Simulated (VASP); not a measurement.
Wanted: the native input for a VASP 6.6.1 run.

| Quantity | Value |
| --- | --- |
| Task | single point |
| Functional | PBEsol |
| Potentials or basis | VASP PAW PBE potentials, release 64 (Sb) |
| Cutoff | 500 eV |
| k mesh | 10 × 10 × 10 |
| Occupations | fermi-dirac, width 0.1 eV |
| Spin | no spin polarisation |
| Dipole correction | no |
| Further INCAR settings | ALGO = Normal; EDIFF = 1e-06; NBANDS = 12 |

The structure of Sb lies in POSCAR:

```
Sb
1.0
    0.0000000000      2.6317039720      2.6317039720
    2.6317039720      0.0000000000      2.6317039720
    2.6317039720      2.6317039720      0.0000000000
Sb
2
Direct
   -0.1250000000     -0.1250000000     -0.1250000000
    0.1250000000      0.1250000000      0.1250000000
```

This isn't the form of Sb at room conditions, which is rhombohedral.

These files were run (other wordings do the same):

INCAR

```
ALGO = Normal
EDIFF = 1E-6
ENCUT = 500
GGA = PS
GGA_COMPAT = F
ISIF = 2
ISMEAR = -1
LASPH = T
LCHARG = T
LELF = T
LREAL = F
LVHAR = T
LWAVE = F
NBANDS = 12
NELM = 120
PREC = Accurate
SIGMA = 0.1
```

KPOINTS

```
k-points
0
Gamma
  10 10 10
```

Potentials or basis: VASP PAW PBE potentials, release 64 (Sb).

Command:

```console
$ cat potpaw_PBE.64/Sb/POTCAR > POTCAR
$ mpirun -np 1 vasp_std > vasp.out
```

Results of the run:

| Property | Result |
| --- | --- |
| Pressure | 151.9 GPa |
| Band gap on the k mesh | zero (bands 5 and 6 overlap by 3.53 eV) |

Caveat: the cell stands under pressure; the PAW data sets were made with another functional, which shifts forces and pressure a little; spin-orbit coupling is left out, which moves the levels of the heavy elements.

It took 23 s on 1 thread of Intel(R) Xeon(R) 6975P-C (Granite Rapids) (shared host), peak memory 0.16 GiB.
